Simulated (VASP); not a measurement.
# K (Pm-3m) in VASP: a series of runs

The runs below take K through single point, with PBEsol.

Everything below comes from runs of VASP 6.6.1. Logs are shortened: lines on timing, memory, paths and dates and some standing lists are left out, and cuts for length are marked.

## Step 1: The cell of the first run

The structure is cubic, space group Pm-3m (No. 221). Conventional cell: a = 3.742 Å, b = 3.742 Å, c = 3.742 Å, α = 90.00°, β = 90.00°, γ = 90.00°. K (site symmetry m-3m) has 6 K at 3.74 Å within 4.9 Å.

## Step 2: Single point, PBEsol (volume scaled by 0.68)

INCAR

```
PREC     = Accurate       # precision mode
ENCUT    = 520            # plane-wave cutoff, eV
EDIFF    = 1E-6           # SCF threshold, eV
ISMEAR   = -1             # smearing method
SIGMA    = 0.1            # smearing width, eV
LREAL    = False          # projectors in reciprocal space
LASPH    = True           # aspherical terms in the spheres
NELM     = 60             # most SCF steps
ALGO     = Normal         # electronic algorithm
ISIF     = 2              # what is computed and relaxed
LWAVE    = False          # write WAVECAR
LCHARG   = False          # write CHGCAR
GGA      = PS             # functional
NBANDS   = 10             # bands
```

KPOINTS

```
regular mesh
0
Gamma
  9 9 9
```

POSCAR

```
K
1.0
    3.7415718559      0.0000000000      0.0000000000
    0.0000000000      3.7415718559      0.0000000000
    0.0000000000      0.0000000000      3.7415718559
K
1
Direct
    0.0000000000      0.0000000000      0.0000000000
```

Potentials or basis: VASP PAW PBE potentials, release 64 (K_sv).

Started as:

```bash
$ cat potpaw_PBE.64/K_sv/POTCAR > POTCAR
$ mpirun -np 1 vasp_std > vasp.out
```

OUTCAR:

```text
PREC = Accurate
   ENCUT = 520
   EDIFF = 1E-6
   ISMEAR = -1
   LREAL = False
   LASPH = True
   NELM = 60
   ISIF = 2
   GGA = PS

 ion  position               nearest neighbor table
   1  0.000  0.000  0.000-

  LATTYP: Found a simple cubic cell.
 ALAT       =     3.7415718559

  Lattice vectors:

 A1 = (   3.7415718559,   0.0000000000,   0.0000000000)
 A2 = (   0.0000000000,   3.7415718559,   0.0000000000)
 A3 = (   0.0000000000,   0.0000000000,   3.7415718559)

Analysis of symmetry for initial positions (statically):
=====================================================================
 Subroutine PRICEL returns:
 Original cell was already a primitive cell.

 Routine SETGRP: Setting up the symmetry group for a
 simple cubic supercell.

 Subroutine GETGRP returns: Found 48 space group operations
 (whereof 48 operations were pure point group operations)
 out of a pool of 48 trial point group operations.

The static configuration has the point symmetry O_h .

Analysis of symmetry for dynamics (positions and initial velocities):
=====================================================================
 Subroutine PRICEL returns:
 Original cell was already a primitive cell.

 Routine SETGRP: Setting up the symmetry group for a
 simple cubic supercell.

 Subroutine GETGRP returns: Found 48 space group operations
 (whereof 48 operations were pure point group operations)
 out of a pool of 48 trial point group operations.

The dynamic configuration has the point symmetry O_h .

 Subroutine INISYM returns: Found 48 space group operations
 (whereof 48 operations are pure point group operations),
 and found     1 'primitive' translations

----------------------------------------------------------------------------------------

                                     Primitive cell

  volume of cell :      52.3796

  direct lattice vectors                    reciprocal lattice vectors
     3.741571856  0.000000000  0.000000000     0.267267351  0.000000000  0.000000000
     0.000000000  3.741571856  0.000000000     0.000000000  0.267267351  0.000000000
     0.000000000  0.000000000  3.741571856     0.000000000  0.000000000  0.267267351

  length of vectors
     3.741571856  3.741571856  3.741571856     0.267267351  0.267267351  0.267267351

  position of ions in fractional coordinates (direct lattice)
     0.000000000  0.000000000  0.000000000

  ion indices of the primitive-cell ions
   primitive index   ion index
                 1           1

----------------------------------------------------------------------------------------

 KPOINTS: regular mesh

Automatic generation of k-mesh.
 Grid dimensions read from file:
 generate k-points for:    9    9    9

 Generating k-lattice:

  Cartesian coordinates                     Fractional coordinates (reciprocal lattice)
     0.029696372  0.000000000  0.000000000     0.111111111  0.000000000  0.000000000
     0.000000000  0.029696372  0.000000000     0.000000000  0.111111111  0.000000000
     0.000000000  0.000000000  0.029696372     0.000000000  0.000000000  0.111111111

  Length of vectors
     0.029696372  0.029696372  0.029696372

  Shift w.r.t. Gamma in fractional coordinates (k-lattice)
     0.000000000  0.000000000  0.000000000

 Subroutine IBZKPT returns following result:
 ===========================================

 Found     35 irreducible k-points:

 Following reciprocal coordinates:
            Coordinates               Weight
  0.000000  0.000000  0.000000      1.000000
  0.111111  0.000000  0.000000      6.000000
  0.222222  0.000000  0.000000      6.000000
  0.333333  0.000000  0.000000      6.000000
  0.444444  0.000000  0.000000      6.000000
  0.111111  0.111111  0.000000     12.000000
[... 16 lines left out ...]
  0.333333  0.333333  0.111111     24.000000
  0.444444  0.333333  0.111111     48.000000
 [... further k-points ...]
   k-points           NKPTS =     35   k-points in BZ     NKDIM =     35   number of bands    NBANDS=     10
   number of dos      NEDOS =    301   number of ions     NIONS =      1
   total plane-waves  NPLWV =  21952
   dimension x,y,z NGX =    28 NGY =   28 NGZ =   28
   dimension x,y,z NGXF=    56 NGYF=   56 NGZF=   56
   ions per type =               1
   NGX,Y,Z   is equivalent  to a cutoff of  12.44, 12.44, 12.44 a.u.
   NGXF,Y,Z  is equivalent  to a cutoff of  24.88, 24.88, 24.88 a.u.
 SYSTEM =  unknown system
   PREC   = accura    normal or accurate (medium, high low for compatibility)
   ISTART =      0    job   : 0-new  1-cont  2-samecut
   ICHARG =      2    charge: 1-file 2-atom 10-const
   ISPIN  =      1    spin polarized calculation?
   LNONCOLLINEAR =      F non collinear calculations
   LSORBIT =      F    spin-orbit coupling
   LASPH  =      T    aspherical Exc in radial PAW
   ENCUT  =  520.0 eV  38.22 Ry    6.18 a.u.   6.96  6.96  6.96*2*pi/ulx,y,z
   NELM   =     60;   NELMIN=  2; NELMDL= -5     # of ELM steps
   EDIFF  = 0.1E-05   stopping-criterion for ELM
   LREAL  =      F    real-space projection
   EDIFFG = 0.1E-04   stopping-criterion for IOM
   NSW    =      0    number of steps for IOM
   IBRION =     -1    ionic relax: 0-MD 1-quasi-New 2-CG
   NFREE  =      0    steps in history (QN), initial steepest desc. (CG)
   ISIF   =      2    stress and relaxation
   ISYM   =      2    0-nonsym 1-usesym 2-fastsym
   POTIM  = 0.5000    time-step for ionic-motion
   TEBEG  =    0.0;   TEEND  =   0.0 temperature during run
   PSTRESS=    0.0 pullay stress
   NELECT =       9.0000    total number of electrons
   NUPDOWN=      -1.0000    fix difference up-down
   EMIN   =  10.00;   EMAX   =-10.00  energy-range for DOS
   EFERMI =   0.00;   METHOD = LEGACY
   ISMEAR =    -1;   SIGMA  =   0.10  broadening in eV -4-tet -1-fermi 0-gaus
   EFERMI_NEDOS =   21; number of points for ismear=-14 and -15
   IALGO  =     38    algorithm
   IMIX   =      4    mixing-type and parameters
     AMIX     =   0.40;   BMIX     =  1.00
     AMIX_MAG =   1.60;   BMIX_MAG =  1.00
  volume/ion in A,a.u.               =      52.38       353.48
  Fermi-wavevector in a.u.,A,eV,Ry     =   0.910126  1.719889 11.270108  0.828330
  Thomas-Fermi vector in A             =   2.034252
   LORBIT       =      0    0 simple, 1 ext, 2 COOP (PROOUT), +10 PAW based schemes
   GGA     = PS    functional components
   LHFCALC =     F    Hartree Fock is set to
   AEXX    =    0.0000 exact exchange contribution
   IVDW    =     0    specifies the selected vdW correction
   LEPSILON=     F    determine dielectric tensor
   LRPA    =     F    only Hartree local field effects (RPA)
 non-spin polarized calculation
  energy-cutoff  :      520.00
  volume of cell :       52.38
 maximum number of plane-waves:      1424
 NGX is ok and might be reduce to    28
   NGX = 13   NGY = 13   NGZ = 13

 number of electron       9.0000000 magnetization

 Free energy of the ion-electron system (eV)
  ---------------------------------------------------
  ext. energy  EPLUGINS =         0.00000000
  ---------------------------------------------------
  free energy    TOTEN  =        -0.91597246 eV

  energy without entropy =       -0.88999486  energy(sigma->0) =       -0.90298366

 E-fermi :   0.7314     XC(G=0):  -6.6185

 val. band max:        0.6544462724   @ k =   0.3333   0.3333   0.1111
 cond. band min:       0.8069700051   @ k =   0.4444   0.2222   0.0000
 fundamental gap:      0.1525237327
 Fermi energy:         0.7314419753

 k-point     1 :       0.0000    0.0000    0.0000
  band No.  band energies     occupation
      1     -31.3950      2.00000
      2     -14.8054      2.00000
      3     -14.8054      2.00000
      4     -14.8054      2.00000
      5      -1.9229      2.00000
      6       3.5600      0.00000
      7       3.5600      0.00000
      8       7.8829      0.00000
      9       7.8829      0.00000
     10       7.8829      0.00000

 k-point     2 :       0.1111    0.0000    0.0000
  band No.  band energies     occupation
      1     -31.3921      2.00000
      2     -14.8438      2.00000
      3     -14.8021      2.00000
      4     -14.8021      2.00000
      5      -1.7601      2.00000
      6       3.5350      0.00000
      7       3.6327      0.00000
      8       7.4014      0.00000
      9       7.4014      0.00000
     10       7.9066      0.00000

 k-point     3 :       0.2222    0.0000    0.0000
  band No.  band energies     occupation
      1     -31.3847      2.00000
      2     -14.9393      2.00000
      3     -14.7937      2.00000
      4     -14.7937      2.00000
      5      -1.2909      2.00000
      6       3.2604      0.00000
      7       3.8315      0.00000
      8       6.7152      0.00000
      9       6.7152      0.00000
     10       7.8756      0.00000

 k-point     4 :       0.3333    0.0000    0.0000
  band No.  band energies     occupation
      1     -31.3763      2.00000
      2     -15.0451      2.00000
      3     -14.7842      2.00000
      4     -14.7842      2.00000
      5      -0.5627      2.00000
      6       2.4901      0.00000
      7       4.0912      0.00000
      8       6.1934      0.00000
      9       6.1934      0.00000
     10       8.0994      0.00000
[... 222 lines left out ...]
 k-point    22 :       0.4444    0.2222    0.1111
  band No.  band energies     occupation
      1     -31.3580      2.00000
      2     -15.0876      2.00000
      3     -14.8993      2.00000
      4     -14.8019      2.00000
      5       0.9078      0.29278
      6       1.9801      0.00001
      7       4.4448      0.00000
      8       4.8927      0.00000
      9       6.1167      0.00000
     10       6.8272      0.00000

 k-point    23 :       0.3333    0.3333    0.1111
  band No.  band energies     occupation
      1     -31.3552      2.00000
      2     -15.0121      2.00000
      3     -15.0029      2.00000
      4     -14.7987      2.00000
      5       0.6544      1.36702
      6       3.0635      0.00000
      7       3.7142      0.00000
      8       5.0913      0.00000
      9       6.0816      0.00000
     10       6.5187      0.00000

 k-point    24 :       0.4444    0.3333    0.1111
  band No.  band energies     occupation
      1     -31.3499      2.00000
      2     -15.0716      2.00000
      3     -14.9979      2.00000
      4     -14.7923      2.00000
      5       1.2360      0.01280
      6       2.5370      0.00000
      7       3.9742      0.00000
      8       4.7207      0.00000
      9       6.2890      0.00000
     10       6.5003      0.00000

 [... further k-points ...]
[... 5 lines left out ...]
  --------------------------------------------------------------------------------------
  -------------------------------------------------------------------------------------
  Total        0.7116058      0.7116058      0.7116058      0.0000000      0.0000000      0.0000000
  in kB       21.7664606     21.7664606     21.7664606      0.0000000      0.0000000      0.0000000
  external PRESSURE =      21.7664606 kB  Pullay stress =       0.0000000 kB

 VOLUME and BASIS-vectors are now :
 -----------------------------------------------------------------------------
  energy-cutoff  :      520.00
  volume of cell :       52.38
      direct lattice vectors                 reciprocal lattice vectors
     3.741571856  0.000000000  0.000000000     0.267267351  0.000000000  0.000000000
     0.000000000  3.741571856  0.000000000     0.000000000  0.267267351  0.000000000
     0.000000000  0.000000000  3.741571856     0.000000000  0.000000000  0.267267351

 POSITION                                       TOTAL-FORCE (eV/Angst)
 -----------------------------------------------------------------------------------
      0.00000      0.00000      0.00000         0.000000      0.000000      0.000000
 -----------------------------------------------------------------------------------
    total drift:                               -0.000000     -0.000000     -0.000000

  FREE ENERGIE OF THE ION-ELECTRON SYSTEM (eV)
  ---------------------------------------------------
  free  energy   TOTEN  =        -0.9159724637 eV

  energy  without entropy=       -0.8899948600  energy(sigma->0) =       -0.90298366
```

Wall time 5.5 s (1 thread of Intel Xeon 6975P-C (Granite Rapids), shared host); peak memory 0.15 GiB.

Results:

```yaml
Free_energy: -0.9160 eV
Pressure: 2.2 GPa
```

Levels at points of the mesh, in eV from the Fermi level:
| k point | band 3 | band 4 | band 5 | band 6 | band 7 | band 8 |
| --- | --- | --- | --- | --- | --- | --- |
| (0.00, 0.00, 0.00) | -15.54 | -15.54 | -2.65 | 2.83 | 2.83 | 7.15 |

Caveat: the PAW data sets were made with another functional, which shifts forces and pressure a little.

(Continued in part 2 of 2.)
